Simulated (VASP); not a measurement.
# HC6 in VASP: a series of runs, part 2 of 3

VASP 6.6.1. The steps go on from the part before.

## (3) Single point, LDA

File INCAR:

```
SYSTEM = HC6
PREC = Accurate
ENCUT = 520
EDIFF = 1E-6
ISMEAR = 0
SIGMA = 0.1
LREAL = .False.
LASPH = .True.
NELM = 60
ALGO = Normal
ISIF = 2
LWAVE = .False.
LCHARG = .True.
LDIPOL = .True.
IDIPOL = 3
DIPOL = 0.5 0.5 0.301
GGA = CA
LELF = .True.
LVHAR = .True.
LVACPOTAV = .True.
NBANDS = 38
```

File KPOINTS:

```
regular mesh
0
Gamma
  6 3 1
  0 0 0
```

File POSCAR:

```
HC6
1.0
    4.8895256614      0.0000000000      0.0000000000
   -1.2223814153      8.7849592876      0.0000000000
    0.0000000000      0.0000000000     22.7474729025
C H
12 2
Direct
    0.0193612757      0.0774451030      0.1758437088
    0.5193612758      0.0774451030      0.1758437088
    0.2742015947      0.0968063788      0.2059542860
    0.7742015947      0.0968063788      0.2059542860
    0.2838822326      0.1355289303      0.2661754406
    0.7838822326      0.1355289303      0.2661754406
    0.0386279421      0.1545151615      0.2955067254
    0.5386279421      0.1545151615      0.2955067254
    0.0488684834      0.1954807970      0.3583587359
    0.5488684834      0.1954807970      0.3583587359
    0.3031723044      0.2126952264      0.3845470194
    0.8031723044      0.2126952264      0.3845470194
    0.0488684834      0.0912483108      0.4183969333
    0.0488684834      0.2997132832      0.4183969333
```

Potentials or basis: VASP PAW LDA potentials, release 64 (C, H).

The run is started by

```
> cat potpaw_LDA.64/C/POTCAR potpaw_LDA.64/H/POTCAR > POTCAR
> mpirun -np 1 vasp_std > vasp.out
```

OUTCAR:

```text
SYSTEM = HC6
   PREC = Accurate
   ENCUT = 520
   EDIFF = 1E-6
   ISMEAR = 0
   LREAL = .False.
   LASPH = .True.
   NELM = 60
   ISIF = 2
   GGA = CA

 ion  position               nearest neighbor table
   1  0.019  0.077  0.176-   4 1.41   3 1.41
   2  0.519  0.077  0.176-   4 1.41   3 1.41
   3  0.274  0.097  0.206-   2 1.41   1 1.41   5 1.41
   4  0.774  0.097  0.206-   1 1.41   2 1.41   6 1.41
   5  0.284  0.136  0.266-   8 1.40   7 1.40   3 1.41
   6  0.784  0.136  0.266-   7 1.40   8 1.40   4 1.41
   7  0.039  0.155  0.296-   6 1.40   5 1.40   9 1.47
   8  0.539  0.155  0.296-   5 1.40   6 1.40  10 1.47
   9  0.049  0.195  0.358-  12 1.37  11 1.37   7 1.47
  10  0.549  0.195  0.358-  11 1.37  12 1.37   8 1.47
  11  0.303  0.213  0.385-  10 1.37   9 1.37
  12  0.803  0.213  0.385-   9 1.37  10 1.37
  13  0.049  0.091  0.418-
  14  0.049  0.300  0.418-

  LATTYP: Found a simple monoclinic cell.
 ALAT       =     4.8895256614
[... 605 lines left out ...]
------------------------ aborting loop because EDIFF is reached ----------------------------------------

  FORCE on cell =-STRESS in cart. coord.  units (eV):
  Direction    XX          YY          ZZ          XY          YZ          ZX
  --------------------------------------------------------------------------------------
  -------------------------------------------------------------------------------------
  Total        0.2190340     -2.0773287      5.5575208     -3.3146729      2.3384325     -0.5824642
  in kB        0.3591555     -3.4062472      9.1128042     -5.4351510      3.8343856     -0.9550809
  external PRESSURE =       2.0219042 kB  Pullay stress =       0.0000000 kB

 VOLUME and BASIS-vectors are now :
 -----------------------------------------------------------------------------
  energy-cutoff  :      520.00
  volume of cell :      977.10
      direct lattice vectors                 reciprocal lattice vectors
     4.889525661  0.000000000  0.000000000     0.204518816  0.028457730  0.000000000
    -1.222381415  8.784959288  0.000000000     0.000000000  0.113830920  0.000000000
     0.000000000  0.000000000 22.747472903     0.000000000  0.000000000  0.043960927

 POSITION                                       TOTAL-FORCE (eV/Angst)
 -----------------------------------------------------------------------------------
     -0.00000      0.68035      4.00000         0.043158      0.515076      2.162274
      2.44476      0.68035      4.00000        -0.014083      0.562231      2.092098
      1.22238      0.85044      4.68494         0.019165     -0.842528     -3.530589
      3.66714      0.85044      4.68494        -0.049020     -0.997123     -3.669537
      1.22238      1.19062      6.05482         0.012596      0.224367      1.126340
      3.66714      1.19062      6.05482         0.018672      0.349846      1.182393
     -0.00000      1.35741      6.72203        -0.000989      0.227830      0.211137
      2.44476      1.35741      6.72203        -0.002507      0.183510      0.640342
     -0.00001      1.71729      8.15176        -0.079018     -2.279503     -5.885393
      2.44475      1.71729      8.15176         0.260353     -0.372332     -1.458724
      1.22237      1.86852      8.74747        -1.349310     -0.528497      3.575454
      3.66714      1.86852      8.74747         1.634977      1.935440      3.297761
      0.12740      0.80161      9.51747         1.575423      1.728108     -0.405804
     -0.12742      2.63297      9.51747        -2.069418     -0.706424      0.662247
 -----------------------------------------------------------------------------------
    total drift:                                0.000535      0.000436     -0.000187

  FREE ENERGIE OF THE ION-ELECTRON SYSTEM (eV)
  ---------------------------------------------------
  free  energy   TOTEN  =      -112.5883242092 eV

  energy  without entropy=     -112.5190317359  energy(sigma->0) =     -112.55367797

 vacuum level on the upper side and lower side of the slab         0.905         1.616
```

stdout:

```text
POSCAR found type information on POSCAR C H
 POSCAR found :  2 types and      14 ions
 scaLAPACK will be used
 LDA part: xc-table for (Slater(with rela. corr.)+CA(PZ))
 , standard interpolation
 POSCAR, INCAR and KPOINTS ok, starting setup
 FFT: planning ... GRIDC
 FFT: planning ... GRID_SOFT
 FFT: planning ... GRID
 WAVECAR not read
 entering main loop
 -----------------------------------------------------------------------------
|                                                                             |
|           W    W    AA    RRRRR   N    N  II  N    N   GGGG   !!!           |
|           W    W   A  A   R    R  NN   N  II  NN   N  G    G  !!!           |
|           W    W  A    A  R    R  N N  N  II  N N  N  G       !!!           |
|           W WW W  AAAAAA  RRRRR   N  N N  II  N  N N  G  GGG   !            |
|           WW  WW  A    A  R   R   N   NN  II  N   NN  G    G                |
|           W    W  A    A  R    R  N    N  II  N    N   GGGG   !!!           |
|                                                                             |
|     Did not find any points to average over, which means that no vacuum     |
|     field-free region was found. Please increase the size of  your cell     |
|     in the dimension of the dipole correction to obtain accurate            |
|     workfunction values.                                                    |
|                                                                             |
 -----------------------------------------------------------------------------
```

Wall time 9.7 min (1 thread of Intel Xeon Platinum 8488C (Sapphire Rapids), shared host); peak memory 0.79 GiB.

Results:

| Property | Result |
| --- | --- |
| Free energy | -112.5883 eV |
| Largest force | 6.312 eV/Å |
| Band gap on the k mesh | zero (bands 25 and 26 overlap by 0.02 eV) |

Forces on the atoms (eV/Å):
```
C    0.043  0.515  2.162
C   -0.014  0.562  2.092
C    0.019 -0.843 -3.531
C   -0.049 -0.997 -3.670
C    0.013  0.224  1.126
C    0.019  0.350  1.182
C   -0.001  0.228  0.211
C   -0.003  0.184  0.640
C   -0.079 -2.280 -5.885
C    0.260 -0.372 -1.459
C   -1.349 -0.528  3.575
C    1.635  1.935  3.298
H    1.575  1.728 -0.406
H   -2.069 -0.706  0.662
```

## (4) Single point, LDA

File INCAR:

```
SYSTEM = HC6
PREC = Accurate
ENCUT = 520
EDIFF = 1E-6
ISMEAR = 0
SIGMA = 0.1
LREAL = .False.
LASPH = .True.
NELM = 80
ALGO = Normal
ISIF = 2
LWAVE = .False.
LCHARG = .False.
LDIPOL = .True.
IDIPOL = 3
DIPOL = 0.5 0.5 0.305
GGA = CA
NBANDS = 38
```

File KPOINTS:

```
Automatic mesh
0
Gamma
  6 3 1
  0 0 0
```

POSCAR: that of step 3 with these lines changed.

```diff
@@ -20,3 +20,3 @@
     0.8031723044      0.2126952264      0.3845470194
-    0.0488684834      0.0912483108      0.4183969333
-    0.0488684834      0.2997132832      0.4183969333
+    0.0488684834      0.0912483108      0.4465319267
+    0.0488684834      0.2997132832      0.4465319267
```

Potentials or basis: VASP PAW LDA potentials, release 64 (C, H).

The run is started by

```
> cat potpaw_LDA.64/C/POTCAR potpaw_LDA.64/H/POTCAR > POTCAR
> mpirun -np 1 vasp_std > vasp.out
```

OUTCAR:

```text
SYSTEM = HC6
   PREC = Accurate
   ENCUT = 520
   EDIFF = 1E-6
   ISMEAR = 0
   LREAL = .False.
   LASPH = .True.
   NELM = 80
   ISIF = 2
   GGA = CA

 ion  position               nearest neighbor table
   1  0.019  0.077  0.176-   4 1.41   3 1.41
   2  0.519  0.077  0.176-   4 1.41   3 1.41
   3  0.274  0.097  0.206-   2 1.41   1 1.41   5 1.41
   4  0.774  0.097  0.206-   1 1.41   2 1.41   6 1.41
   5  0.284  0.136  0.266-   8 1.40   7 1.40   3 1.41
   6  0.784  0.136  0.266-   7 1.40   8 1.40   4 1.41
   7  0.039  0.155  0.296-   6 1.40   5 1.40   9 1.47
   8  0.539  0.155  0.296-   5 1.40   6 1.40  10 1.47
   9  0.049  0.195  0.358-  12 1.37  11 1.37   7 1.47
  10  0.549  0.195  0.358-  11 1.37  12 1.37   8 1.47
  11  0.303  0.213  0.385-  10 1.37   9 1.37
  12  0.803  0.213  0.385-   9 1.37  10 1.37
  13  0.049  0.091  0.447-
  14  0.049  0.300  0.447-

  LATTYP: Found a simple monoclinic cell.
 ALAT       =     4.8895256614
[... 606 lines left out ...]

 vacuum level on the upper side and lower side of the slab       (xc-potential included)        -0.585         0.505

  FORCE on cell =-STRESS in cart. coord.  units (eV):
  Direction    XX          YY          ZZ          XY          YZ          ZX
  --------------------------------------------------------------------------------------
  -------------------------------------------------------------------------------------
  Total        0.5889514     -3.6105454     -0.9723367     -2.0339927      0.2699699     -0.3718552
  in kB        0.9657182     -5.9203005     -1.5943646     -3.3351880      0.4426764     -0.6097402
  external PRESSURE =      -2.1829823 kB  Pullay stress =       0.0000000 kB

 VOLUME and BASIS-vectors are now :
 -----------------------------------------------------------------------------
  energy-cutoff  :      520.00
  volume of cell :      977.10
      direct lattice vectors                 reciprocal lattice vectors
     4.889525661  0.000000000  0.000000000     0.204518816  0.028457730  0.000000000
    -1.222381415  8.784959288  0.000000000     0.000000000  0.113830920  0.000000000
     0.000000000  0.000000000 22.747472903     0.000000000  0.000000000  0.043960927

 POSITION                                       TOTAL-FORCE (eV/Angst)
 -----------------------------------------------------------------------------------
     -0.00000      0.68035      4.00000        -0.014044      0.418549      1.925755
      2.44476      0.68035      4.00000         0.025451      0.589699      1.831190
      1.22238      0.85044      4.68494         0.062179     -0.824081     -3.161992
      3.66714      0.85044      4.68494        -0.076198     -0.909903     -3.253253
      1.22238      1.19062      6.05482         0.210159      0.169360      0.967531
      3.66714      1.19062      6.05482        -0.199076      0.291250      1.064171
     -0.00000      1.35741      6.72203         0.019715      0.584778      1.024536
      2.44476      1.35741      6.72203        -0.019024      0.165719      0.418389
     -0.00001      1.71729      8.15176        -0.119436     -0.721241     -2.769693
      2.44475      1.71729      8.15176         0.141823     -0.298774     -1.086599
      1.22237      1.86852      8.74747        -0.801336     -0.666788      2.493125
      3.66714      1.86852      8.74747         1.003561      1.079305      2.663300
      0.12740      0.80161     10.15747         1.007227      1.989681     -0.734331
     -0.12742      2.63297     10.15747        -1.241000     -1.867554     -1.382131
 -----------------------------------------------------------------------------------
    total drift:                                0.000595      0.000429     -0.000183

  FREE ENERGIE OF THE ION-ELECTRON SYSTEM (eV)
  ---------------------------------------------------
  free  energy   TOTEN  =      -111.7905372440 eV

  energy  without entropy=     -111.7169599387  energy(sigma->0) =     -111.75374859

 vacuum level on the upper side and lower side of the slab         0.648         1.758
```

OSZICAR:

```text
N       E                     dE             d eps       ncg     rms          rms(c)
DAV:   1     0.415390907944E+03    0.41539E+03   -0.16418E+04   864   0.904E+02
DAV:   2    -0.193489303708E+02   -0.43474E+03   -0.40367E+03  1160   0.202E+02
DAV:   3    -0.117785856684E+03   -0.98437E+02   -0.96825E+02   968   0.104E+02
DAV:   4    -0.122111012473E+03   -0.43252E+01   -0.42863E+01   904   0.296E+01
[... 21 lines left out ...]
DAV:  26    -0.111790526973E+03   -0.16268E-04   -0.11370E-06   704   0.274E-03    0.310E-03
DAV:  27    -0.111790532609E+03   -0.56358E-05   -0.77238E-07   664   0.154E-03    0.359E-03
DAV:  28    -0.111790534908E+03   -0.22996E-05   -0.27383E-07   684   0.104E-03    0.332E-04
DAV:  29    -0.111790536889E+03   -0.19802E-05   -0.14632E-07   652   0.855E-04    0.104E-03
DAV:  30    -0.111790537244E+03   -0.35531E-06   -0.36972E-08   714   0.464E-04
   1 F= -.11179054E+03 E0= -.11175375E+03  d E =-.735773E-01
```

Run time: 9.7 min. Hardware: 1 thread of Intel Xeon Platinum 8488C (Sapphire Rapids), shared host; peak memory 0.78 GiB.

Results:

* Free energy: -111.7905 eV
* Largest force: 3.379 eV/Å
* Band gap on the k mesh: 0.03 eV

Forces in eV/Å, atoms in the order of the input:
```
C   -0.014  0.419  1.926
C    0.025  0.590  1.831
C    0.062 -0.824 -3.162
C   -0.076 -0.910 -3.253
C    0.210  0.169  0.968
C   -0.199  0.291  1.064
C    0.020  0.585  1.025
C   -0.019  0.166  0.418
C   -0.119 -0.721 -2.770
C    0.142 -0.299 -1.087
C   -0.801 -0.667  2.493
C    1.004  1.079  2.663
H    1.007  1.990 -0.734
H   -1.241 -1.868 -1.382
```

Caveat: the smearing spreads over this small gap.

(Part 2 of 3 ends here.)
